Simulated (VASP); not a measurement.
# Al (Fm-3m) in VASP: a series of runs

The runs below take Al through single point, with PBE.

All numbers are computed with VASP 6.6.1; they aren't measurements. Logs are shortened: lines on timing, memory, paths and dates and some standing lists are left out, and cuts for length are marked.

### 1 The cell of the first run

It takes space group Fm-3m (No. 225, cubic). The conventional cell has a = 4.155 Å, b = 4.155 Å, c = 4.155 Å, α = 90.00°, β = 90.00°, γ = 90.00°. Al (site symmetry m-3m) has 12 Al at 2.94 Å within 3.9 Å.

### 2 Single point, PBE

File INCAR:

```
PREC     = Accurate       # precision mode
ENCUT    = 520            # plane-wave cutoff, eV
EDIFF    = 1E-6           # SCF threshold, eV
ISMEAR   = 1              # smearing method
SIGMA    = 0.1            # smearing width, eV
LREAL    = F              # projectors in reciprocal space
LASPH    = T              # aspherical terms in the spheres
NELM     = 60             # most SCF steps
ALGO     = Normal         # electronic algorithm
ISIF     = 2              # what is computed and relaxed
LWAVE    = F              # write WAVECAR
LCHARG   = T              # write CHGCAR
GGA      = PE             # functional
LELF     = T              # ELF
LVHAR    = T            
NBANDS   = 8              # bands
```

File KPOINTS:

```
regular mesh
0
Gamma
  12 12 12
```

File POSCAR:

```
Al
1.0
    0.0000000000      2.0774207080      2.0774207080
    2.0774207080      0.0000000000      2.0774207080
    2.0774207080      2.0774207080      0.0000000000
Al
1
Direct
    0.0000000000      0.0000000000      0.0000000000
```

Potentials or basis: VASP PAW PBE potentials, release 64 (Al).

Run with:

```sh
> cat potpaw_PBE.64/Al/POTCAR > POTCAR
> mpirun -np 1 vasp_std > vasp.out
```

OUTCAR:

```text
PREC = Accurate
   ENCUT = 520
   EDIFF = 1E-6
   ISMEAR = 1
   LREAL = F
   LASPH = T
   NELM = 60
   ISIF = 2
   GGA = PE

 ion  position               nearest neighbor table
   1  0.000  0.000  0.000-

  LATTYP: Found a face centered cubic cell.
 ALAT       =     4.1548414160

  Lattice vectors:

 A1 = (   0.0000000000,   2.0774207080,   2.0774207080)
 A2 = (   2.0774207080,   0.0000000000,   2.0774207080)
 A3 = (   2.0774207080,   2.0774207080,   0.0000000000)

Analysis of symmetry for initial positions (statically):
=====================================================================
 Subroutine PRICEL returns:
 Original cell was already a primitive cell.

 Routine SETGRP: Setting up the symmetry group for a
 face centered cubic supercell.

 Subroutine GETGRP returns: Found 48 space group operations
 (whereof 48 operations were pure point group operations)
 out of a pool of 48 trial point group operations.

The static configuration has the point symmetry O_h .

Analysis of symmetry for dynamics (positions and initial velocities):
=====================================================================
 Subroutine PRICEL returns:
 Original cell was already a primitive cell.

 Routine SETGRP: Setting up the symmetry group for a
 face centered cubic supercell.

 Subroutine GETGRP returns: Found 48 space group operations
 (whereof 48 operations were pure point group operations)
 out of a pool of 48 trial point group operations.

The dynamic configuration has the point symmetry O_h .

 Subroutine INISYM returns: Found 48 space group operations
 (whereof 48 operations are pure point group operations),
 and found     1 'primitive' translations

----------------------------------------------------------------------------------------

                                     Primitive cell

  volume of cell :      17.9310

  direct lattice vectors                    reciprocal lattice vectors
     0.000000000  2.077420708  2.077420708    -0.240683073  0.240683073  0.240683073
     2.077420708  0.000000000  2.077420708     0.240683073 -0.240683073  0.240683073
     2.077420708  2.077420708  0.000000000     0.240683073  0.240683073 -0.240683073

  length of vectors
     2.937916540  2.937916540  2.937916540     0.416875311  0.416875311  0.416875311

  position of ions in fractional coordinates (direct lattice)
     0.000000000  0.000000000  0.000000000

  ion indices of the primitive-cell ions
   primitive index   ion index
                 1           1

----------------------------------------------------------------------------------------

 KPOINTS: regular mesh

Automatic generation of k-mesh.
 Grid dimensions read from file:
 generate k-points for:   12   12   12

 Generating k-lattice:

  Cartesian coordinates                     Fractional coordinates (reciprocal lattice)
    -0.020056923  0.020056923  0.020056923     0.083333333  0.000000000  0.000000000
     0.020056923 -0.020056923  0.020056923     0.000000000  0.083333333  0.000000000
     0.020056923  0.020056923 -0.020056923     0.000000000  0.000000000  0.083333333

  Length of vectors
     0.034739609  0.034739609  0.034739609

  Shift w.r.t. Gamma in fractional coordinates (k-lattice)
     0.000000000  0.000000000  0.000000000

 Subroutine IBZKPT returns following result:
 ===========================================

 Found     72 irreducible k-points:

 Following reciprocal coordinates:
            Coordinates               Weight
  0.000000  0.000000  0.000000      1.000000
  0.083333  0.000000  0.000000      8.000000
  0.166667  0.000000  0.000000      8.000000
  0.250000  0.000000  0.000000      8.000000
  0.333333  0.000000  0.000000      8.000000
  0.416667  0.000000  0.000000      8.000000
[... 16 lines left out ...]
  0.500000  0.166667  0.000000     24.000000
 -0.416667  0.166667  0.000000     24.000000
 [... further k-points ...]
   k-points           NKPTS =     72   k-points in BZ     NKDIM =     72   number of bands    NBANDS=      8
   number of dos      NEDOS =    301   number of ions     NIONS =      1
   total plane-waves  NPLWV =  13824
   dimension x,y,z NGX =    24 NGY =   24 NGZ =   24
   dimension x,y,z NGXF=    48 NGYF=   48 NGZF=   48
   ions per type =               1
   NGX,Y,Z   is equivalent  to a cutoff of  13.58, 13.58, 13.58 a.u.
   NGXF,Y,Z  is equivalent  to a cutoff of  27.16, 27.16, 27.16 a.u.
 SYSTEM =  unknown system
   PREC   = accura    normal or accurate (medium, high low for compatibility)
   ISTART =      0    job   : 0-new  1-cont  2-samecut
   ICHARG =      2    charge: 1-file 2-atom 10-const
   ISPIN  =      1    spin polarized calculation?
   LNONCOLLINEAR =      F non collinear calculations
   LSORBIT =      F    spin-orbit coupling
   LASPH  =      T    aspherical Exc in radial PAW
   ENCUT  =  520.0 eV  38.22 Ry    6.18 a.u.   5.46  5.46  5.46*2*pi/ulx,y,z
   NELM   =     60;   NELMIN=  2; NELMDL= -5     # of ELM steps
   EDIFF  = 0.1E-05   stopping-criterion for ELM
   LREAL  =      F    real-space projection
   EDIFFG = 0.1E-04   stopping-criterion for IOM
   NSW    =      0    number of steps for IOM
   IBRION =     -1    ionic relax: 0-MD 1-quasi-New 2-CG
   NFREE  =      0    steps in history (QN), initial steepest desc. (CG)
   ISIF   =      2    stress and relaxation
   ISYM   =      2    0-nonsym 1-usesym 2-fastsym
   POTIM  = 0.5000    time-step for ionic-motion
   TEBEG  =    0.0;   TEEND  =   0.0 temperature during run
   PSTRESS=    0.0 pullay stress
   NELECT =       3.0000    total number of electrons
   NUPDOWN=      -1.0000    fix difference up-down
   EMIN   =  10.00;   EMAX   =-10.00  energy-range for DOS
   EFERMI =   0.00;   METHOD = LEGACY
   ISMEAR =     1;   SIGMA  =   0.10  broadening in eV -4-tet -1-fermi 0-gaus
   EFERMI_NEDOS =   21; number of points for ismear=-14 and -15
   IALGO  =     38    algorithm
   IMIX   =      4    mixing-type and parameters
     AMIX     =   0.40;   BMIX     =  1.00
     AMIX_MAG =   1.60;   BMIX_MAG =  1.00
  volume/ion in A,a.u.               =      17.93       121.00
  Fermi-wavevector in a.u.,A,eV,Ry     =   0.902085  1.704693 11.071841  0.813757
  Thomas-Fermi vector in A             =   2.025245
   LORBIT       =      0    0 simple, 1 ext, 2 COOP (PROOUT), +10 PAW based schemes
   GGA     = PE    functional components
   LHFCALC =     F    Hartree Fock is set to
   AEXX    =    0.0000 exact exchange contribution
   IVDW    =     0    specifies the selected vdW correction
   LEPSILON=     F    determine dielectric tensor
   LRPA    =     F    only Hartree local field effects (RPA)
 non-spin polarized calculation
 Methfessel and Paxton  Order N= 1 SIGMA  =   0.10
  energy-cutoff  :      520.00
  volume of cell :       17.93
 maximum number of plane-waves:       531
 NGX is ok and might be reduce to    24
   NGX = 11   NGY = 11   NGZ = 11

 number of electron       3.0000000 magnetization

 Free energy of the ion-electron system (eV)
  ---------------------------------------------------
  ext. energy  EPLUGINS =         0.00000000
  ---------------------------------------------------
  free energy    TOTEN  =        -3.72788194 eV

  energy without entropy =       -3.72836064  energy(sigma->0) =       -3.72804151

 E-fermi :   7.0225     XC(G=0):  -9.8990

 val. band max:        6.9374038776   @ k =   0.5000   0.2500   0.0833
 cond. band min:       7.0944008192   @ k =  -0.4167   0.4167   0.0833
 fundamental gap:      0.1569969415
 Fermi energy:         7.0225083228

 k-point     1 :       0.0000    0.0000    0.0000
  band No.  band energies     occupation
      1      -3.4126      2.00000
      2      19.3280      0.00000
      3      19.3280      0.00000
      4      19.3280      0.00000
      5      20.2141      0.00000
      6      20.2141      0.00000
      7      20.2141      0.00000
      8      23.0369      0.00000

 k-point     2 :       0.0833    0.0000    0.0000
  band No.  band energies     occupation
      1      -3.2340      2.00000
      2      16.6919      0.00000
      3      18.6332      0.00000
      4      18.6332      0.00000
      5      21.0601      0.00000
      6      21.1695      0.00000
      7      21.1695      0.00000
      8      24.6996      0.00000

 k-point     3 :       0.1667    0.0000    0.0000
  band No.  band energies     occupation
      1      -2.6996      2.00000
      2      13.4830      0.00000
      3      17.9101      0.00000
      4      17.9101      0.00000
      5      20.9417      0.00000
      6      22.2055      0.00000
      7      22.2055      0.00000
      8      23.7077      0.00000

 k-point     4 :       0.2500    0.0000    0.0000
  band No.  band energies     occupation
      1      -1.8129      2.00000
      2      10.4313      0.00000
      3      17.4653      0.00000
      4      17.4653      0.00000
      5      20.7440      0.00000
      6      21.1492      0.00000
      7      21.1492      0.00000
      8      24.9849      0.00000

 k-point     5 :       0.3333    0.0000    0.0000
  band No.  band energies     occupation
      1      -0.5801      2.00000
      2       7.6277     -0.00000
      3      17.3164      0.00000
      4      17.3164      0.00000
      5      19.8469      0.00000
      6      19.8469      0.00000
      7      20.7312      0.00000
      8      23.6199      0.00000

 k-point     6 :       0.4167    0.0000    0.0000
  band No.  band energies     occupation
      1       0.9910      2.00000
      2       5.1076      2.00000
      3      17.4553      0.00000
      4      17.4553      0.00000
      5      18.8071      0.00000
      6      18.8071      0.00000
      7      20.9867      0.00000
      8      22.4777      0.00000

 k-point     7 :       0.5000    0.0000    0.0000
  band No.  band energies     occupation
      1       2.8877      2.00000
      2       2.8937      2.00000
      3      17.7149      0.00000
      4      17.7149      0.00000
      5      18.2444      0.00000
      6      18.2444      0.00000
      7      21.4012      0.00000
      8      21.7590      0.00000
[... 133 lines left out ...]
 k-point    20 :       0.2500    0.1667    0.0000
  band No.  band energies     occupation
      1      -1.8128      2.00000
      2      12.9268      0.00000
      3      15.0013      0.00000
      4      16.3784      0.00000
      5      17.0275      0.00000
      6      19.0548      0.00000
      7      25.5369      0.00000
      8      25.7362      0.00000

 k-point    21 :       0.3333    0.1667    0.0000
  band No.  band energies     occupation
      1      -0.8142      2.00000
      2      10.0222      0.00000
      3      14.6452      0.00000
      4      15.3987      0.00000
      5      16.2635      0.00000
      6      20.8214      0.00000
      7      24.4038      0.00000
      8      25.7677      0.00000

 k-point    22 :       0.4167    0.1667    0.0000
  band No.  band energies     occupation
      1       0.5266      2.00000
      2       7.3393     -0.00007
      3      14.0610      0.00000
      4      14.5973      0.00000
      5      16.2825      0.00000
      6      22.9674      0.00000
      7      23.2537      0.00000
      8      25.8069      0.00000

 k-point    23 :       0.5000    0.1667    0.0000
  band No.  band energies     occupation
      1       2.2004      2.00000
      2       4.9345      2.00000
      3      13.0348      0.00000
      4      14.8572      0.00000
      5      16.5965      0.00000
      6      22.3274      0.00000
      7      24.3578      0.00000
      8      26.4558      0.00000

 k-point    24 :      -0.4167    0.1667    0.0000
  band No.  band energies     occupation
      1       2.8322      2.00000
      2       4.1953      2.00000
      3      12.3323      0.00000
      4      15.4239      0.00000
      5      17.2282      0.00000
      6      21.6807      0.00000
      7      24.1314      0.00000
      8      27.1712      0.00000

 [... further k-points ...]
[... 5 lines left out ...]
  --------------------------------------------------------------------------------------
  -------------------------------------------------------------------------------------
  Total       -0.6124065     -0.6124065     -0.6124065      0.0000000      0.0000000     -0.0000000
  in kB      -54.7201155    -54.7201155    -54.7201155      0.0000000      0.0000000     -0.0000000
  external PRESSURE =     -54.7201155 kB  Pullay stress =       0.0000000 kB

 VOLUME and BASIS-vectors are now :
 -----------------------------------------------------------------------------
  energy-cutoff  :      520.00
  volume of cell :       17.93
      direct lattice vectors                 reciprocal lattice vectors
     0.000000000  2.077420708  2.077420708    -0.240683073  0.240683073  0.240683073
     2.077420708  0.000000000  2.077420708     0.240683073 -0.240683073  0.240683073
     2.077420708  2.077420708  0.000000000     0.240683073  0.240683073 -0.240683073

 POSITION                                       TOTAL-FORCE (eV/Angst)
 -----------------------------------------------------------------------------------
      0.00000      0.00000      0.00000         0.000000      0.000000      0.000000
 -----------------------------------------------------------------------------------
    total drift:                               -0.000000      0.000000     -0.000000

  FREE ENERGIE OF THE ION-ELECTRON SYSTEM (eV)
  ---------------------------------------------------
  free  energy   TOTEN  =        -3.7278819430 eV

  energy  without entropy=       -3.7283606439  energy(sigma->0) =       -3.72804151
```

It took 6.6 s on 1 thread of AMD EPYC 7R13 (Zen 3), shared host; peak memory 0.1 GiB.

What came out:

```
Free energy : -3.7279 eV
Pressure    : -5.5 GPa
```

Levels at points of the mesh, in eV from the Fermi level:
| k point | band 1 | band 2 | band 3 | band 4 |
| --- | --- | --- | --- | --- |
| (0.00, 0.00, 0.00) | -10.44 | 12.31 | 12.31 | 12.31 |
| (0.50, 0.00, 0.00) | -4.13 | -4.13 | 10.69 | 10.69 |
| (0.50, 0.50, 0.00) | -2.59 | -1.46 | 5.36 | 5.36 |

(Part 1 of 2 ends here.)
